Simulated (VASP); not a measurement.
# Mo (Im-3m) in VASP: settings compared, part 3 of 3

VASP 6.6.1. Earlier steps stand in the parts before.

## 5. Single point, PBE

INCAR

```
PREC = Accurate
ENCUT = 520
EDIFF = 1E-7
ISMEAR = 0
SIGMA = 0.028000000000000004
LREAL = F
LASPH = T
NELM = 100
ALGO = Normal
ISIF = 2
LWAVE = F
LCHARG = F
GGA = PE
NBANDS = 13
```

KPOINTS

```
regular mesh
0
Gamma
  12 12 12
```

POSCAR

```
Mo
1.0
   -1.5838089719      1.5838089719      1.5838089719
    1.5838089719     -1.5838089719      1.5838089719
    1.5838089719      1.5838089719     -1.5838089719
Mo
1
Direct
    0.0000000000      0.0000000000      0.0000000000
```

Potentials or basis: VASP PAW PBE potentials, release 64 (Mo_sv).

Command:

```console
> cat potpaw_PBE.64/Mo_sv/POTCAR > POTCAR
> mpirun -np 1 vasp_std > vasp.out
```

OUTCAR:

```text
PREC = Accurate
   ENCUT = 520
   EDIFF = 1E-7
   ISMEAR = 0
   LREAL = F
   LASPH = T
   NELM = 100
   ISIF = 2
   GGA = PE

 ion  position               nearest neighbor table
   1  0.000  0.000  0.000-

  LATTYP: Found a body centered cubic cell.
 ALAT       =     3.1676179438

  Lattice vectors:

 A1 = (  -1.5838089719,   1.5838089719,   1.5838089719)
 A2 = (   1.5838089719,  -1.5838089719,   1.5838089719)
 A3 = (   1.5838089719,   1.5838089719,  -1.5838089719)

Analysis of symmetry for initial positions (statically):
=====================================================================
 Subroutine PRICEL returns:
 Original cell was already a primitive cell.

 Routine SETGRP: Setting up the symmetry group for a
 body centered cubic supercell.

 Subroutine GETGRP returns: Found 48 space group operations
 (whereof 48 operations were pure point group operations)
 out of a pool of 48 trial point group operations.

The static configuration has the point symmetry O_h .

Analysis of symmetry for dynamics (positions and initial velocities):
=====================================================================
 Subroutine PRICEL returns:
 Original cell was already a primitive cell.

 Routine SETGRP: Setting up the symmetry group for a
 body centered cubic supercell.

 Subroutine GETGRP returns: Found 48 space group operations
 (whereof 48 operations were pure point group operations)
 out of a pool of 48 trial point group operations.

The dynamic configuration has the point symmetry O_h .

 Subroutine INISYM returns: Found 48 space group operations
 (whereof 48 operations are pure point group operations),
 and found     1 'primitive' translations

----------------------------------------------------------------------------------------

                                     Primitive cell

  volume of cell :      15.8916

[... 107 lines left out ...]
  volume/ion in A,a.u.               =      15.89       107.24
  Fermi-wavevector in a.u.,A,eV,Ry     =   1.569380  2.965698 33.510508  2.462953
  Thomas-Fermi vector in A             =   2.671271
   LORBIT       =      0    0 simple, 1 ext, 2 COOP (PROOUT), +10 PAW based schemes
   GGA     = PE    functional components
   LHFCALC =     F    Hartree Fock is set to
   AEXX    =    0.0000 exact exchange contribution
   IVDW    =     0    specifies the selected vdW correction
   LEPSILON=     F    determine dielectric tensor
   LRPA    =     F    only Hartree local field effects (RPA)
 non-spin polarized calculation
 Gauss-broadening in eV      SIGMA  =   0.03
  energy-cutoff  :      520.00
  volume of cell :       15.89
 maximum number of plane-waves:       442
   NGX = 11   NGY = 11   NGZ = 11

 number of electron      14.0000005 magnetization

 Free energy of the ion-electron system (eV)
  ---------------------------------------------------
  ext. energy  EPLUGINS =         0.00000000
  ---------------------------------------------------
  free energy    TOTEN  =       -10.94984853 eV

  energy without entropy =      -10.94969623  energy(sigma->0) =      -10.94977238

 E-fermi :  12.2784     XC(G=0): -13.2973

 val. band max:       12.2754636906   @ k =   0.5000   0.5000   0.0833
 cond. band min:      12.3342683973   @ k =  -0.3333   0.3333   0.2500
 fundamental gap:      0.0588047067
 Fermi energy:        12.2784354747

 k-point     1 :       0.0000    0.0000    0.0000
  band No.  band energies     occupation
      1     -48.9480      2.00000
      2     -22.2514      2.00000
      3     -22.2514      2.00000
      4     -22.2514      2.00000
      5       5.1490      2.00000
      6      10.9984      2.00000
      7      10.9984      2.00000
      8      10.9984      2.00000
      9      13.9628      0.00000
     10      13.9628      0.00000
     11      27.1363      0.00000
     12      27.1363      0.00000
     13      27.1363      0.00000
[... 354 lines left out ...]
  band No.  band energies     occupation
      1     -48.6955      2.00000
      2     -23.4931      2.00000
      3     -22.7389      2.00000
      4     -22.3506      2.00000
      5       7.6694      2.00000
      6       8.9978      2.00000
      7      12.6196      0.00000
      8      14.1426      0.00000
      9      14.6274      0.00000
     10      18.5626      0.00000
     11      23.1689      0.00000
     12      24.7770      0.00000
     13      28.1434      0.00000

 [... further k-points ...]
[... 5 lines left out ...]
  --------------------------------------------------------------------------------------
  -------------------------------------------------------------------------------------
  Total       -0.1407929     -0.1407929     -0.1407929      0.0000000      0.0000000     -0.0000000
  in kB      -14.1945942    -14.1945942    -14.1945942      0.0000000      0.0000000     -0.0000000
  external PRESSURE =     -14.1945942 kB  Pullay stress =       0.0000000 kB

 VOLUME and BASIS-vectors are now :
 -----------------------------------------------------------------------------
  energy-cutoff  :      520.00
  volume of cell :       15.89
      direct lattice vectors                 reciprocal lattice vectors
    -1.583808972  1.583808972  1.583808972     0.000000000  0.315694638  0.315694638
     1.583808972 -1.583808972  1.583808972     0.315694638  0.000000000  0.315694638
     1.583808972  1.583808972 -1.583808972     0.315694638  0.315694638  0.000000000

 POSITION                                       TOTAL-FORCE (eV/Angst)
 -----------------------------------------------------------------------------------
      0.00000      0.00000      0.00000         0.000000      0.000000     -0.000000
 -----------------------------------------------------------------------------------
    total drift:                                0.000000     -0.000000     -0.000000

  FREE ENERGIE OF THE ION-ELECTRON SYSTEM (eV)
  ---------------------------------------------------
  free  energy   TOTEN  =       -10.9498485326 eV

  energy  without entropy=      -10.9496962349  energy(sigma->0) =      -10.94977238
```

stdout:

```text
POSCAR found type information on POSCAR Mo
 POSCAR found :  1 types and       1 ions
 scaLAPACK will be used
 LDA part: xc-table for (Slater+PW92), standard interpolation
 POSCAR, INCAR and KPOINTS ok, starting setup
 FFT: planning ... GRIDC
 FFT: planning ... GRID_SOFT
 FFT: planning ... GRID
 WAVECAR not read
 entering main loop
```

Wall time 5.6 s (1 thread of Intel Xeon 6975P-C (Granite Rapids), shared host); peak memory 0.13 GiB.

What came out:

```yaml
Free_energy: -10.9498 eV
Pressure: -1.4 GPa
Band_gap_on_the_k_mesh: zero (band 7 reaches 16.22 eV, above the bottom of band 8 at 11.00 eV)
```

Levels at points of the mesh, in eV from the Fermi level:
```tsv
k point	band 4	band 5	band 6	band 7	band 8	band 9	band 10	band 11
(0.00, 0.00, 0.00)	-34.53	-7.13	-1.28	-1.28	-1.28	1.68	1.68	14.86
(0.50, 0.00, 0.00)	-34.54	-5.17	-3.27	1.62	1.70	2.32	4.68	11.45
(0.50, 0.50, 0.50)	-35.45	-5.26	-5.26	3.94	3.94	3.94	8.99	8.99
```

## 6. Overview

```tsv
level	potentials or basis	cell	k mesh	smearing	gap on the mesh (eV)	pressure (GPa)
PBE	VASP PAW PBE potentials, release 64 (Mo_sv)	a = 2.743 Å, angles 109.5°, 1 atom	5 × 5 × 5	fermi-dirac 0.02 eV	none	-3.6
LDA	VASP PAW LDA potentials, release 64 (Mo_sv)	a = 2.695 Å, angles 109.5°, 1 atom	12 × 12 × 12	fermi-dirac 0.05 eV	none	1.1
PBEsol	VASP PAW PBE potentials, release 64 (Mo_sv)	a = 2.710 Å, angles 109.5°, 1 atom	12 × 12 × 12	fermi-dirac 0.05 eV	none	0.6
PBE	VASP PAW PBE potentials, release 64 (Mo_sv)	a = 2.743 Å, angles 109.5°, 1 atom	12 × 12 × 12	gaussian 0.028 eV	none	-1.4
```

Alike in all rows: task single point; no spin polarisation; cutoff (eV) 520.

Caveats: some runs use coarse meshes; the PAW data sets were made with another functional, which shifts forces and pressure a little (some runs).

Total energies depend on the potentials used, so only differences within one code and one set of settings carry meaning.
